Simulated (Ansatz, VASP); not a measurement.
**One calculation of Cr, two programs**

INCAR

```
SYSTEM = Cr
  ALGO = Normal
  EDIFF = 1E-6
  ENCUT = 520
  GGA = PS
  ISIF = 2
  ISMEAR = 0
  LASPH = .TRUE.
  LCHARG = .FALSE.
  LREAL = .FALSE.
  LWAVE = .FALSE.
  NBANDS = 12
  NELM = 100
  PREC = Accurate
  SIGMA = 0.15
```

KPOINTS

```
k-points
0
G
  22 22 22
  0 0 0
```

File POSCAR:

```
Cr
1.0
    0.0000000000      1.8124000000      1.8400000000
    1.8124000000      0.0000000000      1.8400000000
    1.8124000000      1.8124000000      0.0000000000
Cr
1
Direct
    0.0000000000      0.0000000000      0.0000000000
```

Input for Ansatz:

```yaml
crystal:
  lattice:
    - [0.0, 1.8124, 1.84]
    - [1.8124, 0.0, 1.84]
    - [1.8124, 1.8124, 0.0]
  atoms:
    - { symbol: Cr, position: [0.0, 0.0, 0.0] }
basis:
  ecutwfc: 420
kpoints:
  mp_grid: { grid: [22, 22, 22] }
hamiltonian:
  xc: pbesol
scf:
  occupations: { method: gaussian, width: 0.15 }
output:
  forces: true
  stress: true
  eigenvalues: true
```

Change from the starting cell: strain -0.0150 x Voigt [1, 1, 0, 0, 0, 0], atoms carried along.

Alike in both runs: task single point; functional PBEsol; k mesh 22 × 22 × 22; occupations gaussian, width 0.15 eV; no spin polarisation.

|  | VASP | Ansatz |
| --- | --- | --- |
| version | VASP 6.6.1 | Ansatz 0.2.0 |
| potentials or method | VASP PAW PBE potentials, release 64 (Cr_pv), cutoff 520 eV | scalar-relativistic, plane waves, PAW |
| valence electrons in the cell | 12 | 14 |

```tsv
	VASP	Ansatz	Ansatz less VASP
gap on the k mesh at the Fermi level (eV)	none	none	-
pressure (GPa)	-12.9	-12.4	+0.44
traceless stress, the component that is largest in VASP (GPa)	2.95	2.98	+0.029
```

VASP's potentials were made for PBE, not for PBEsol. A gap of «none» marks a metal or a gap that the smearing closes. VASP's potentials hold 12 valence electrons a cell and Ansatz's 14, so a difference there can come from the potentials and not from the codes.
